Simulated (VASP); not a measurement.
## ZnS: single point with PBE

The system is ZnS.

```
Zn S
1.0
     0.00000    2.50520    2.50520
     2.50520    0.00000    2.50520
     2.50520    2.50520    0.00000
Zn S
1 1
Cartesian
  0.0000 0.0000 0.0000
  3.7578 3.7578 3.7578
```

```
Program                : VASP 6.6.1
Task                   : single point
Functional             : PBE
Potentials or basis    : VASP PAW PBE potentials, release 64 (Zn, S)
Cutoff                 : 520 eV
k mesh                 : 10 × 10 × 10
Occupations            : gaussian, width 0.01 eV
Spin                   : no spin polarisation
Dipole correction      : no
Further INCAR settings : ALGO = Normal; EDIFF = 1e-07; NBANDS = 16
```

```
Pressure               : 30.3 GPa
Band gap on the k mesh : 2.80 eV (least direct gap 3.17 eV)
```

Levels at points of the mesh, in eV from the valence-band top:
| k point | band 6 | band 7 | band 8 | band 9 | band 10 | band 11 | band 12 | band 13 |
| --- | --- | --- | --- | --- | --- | --- | --- | --- |
| (0.00, 0.00, 0.00) | -6.75 | 0.00 | 0.00 | 0.00 | 3.17 | 6.11 | 6.11 | 6.11 |
| (0.50, 0.00, 0.00) | -6.70 | -6.40 | -1.25 | -1.25 | 3.70 | 6.67 | 6.67 | 9.57 |
| (0.50, 0.50, 0.00) | -6.46 | -5.54 | -3.17 | -3.17 | 2.80 | 3.84 | 12.83 | 13.50 |

Run time: 19 s on 1 thread of Intel(R) Xeon(R) Platinum 8488C (Sapphire Rapids) (shared host), peak memory 0.16 GiB.

Caveat: the cell stands under pressure. A k mesh can miss the band edges.
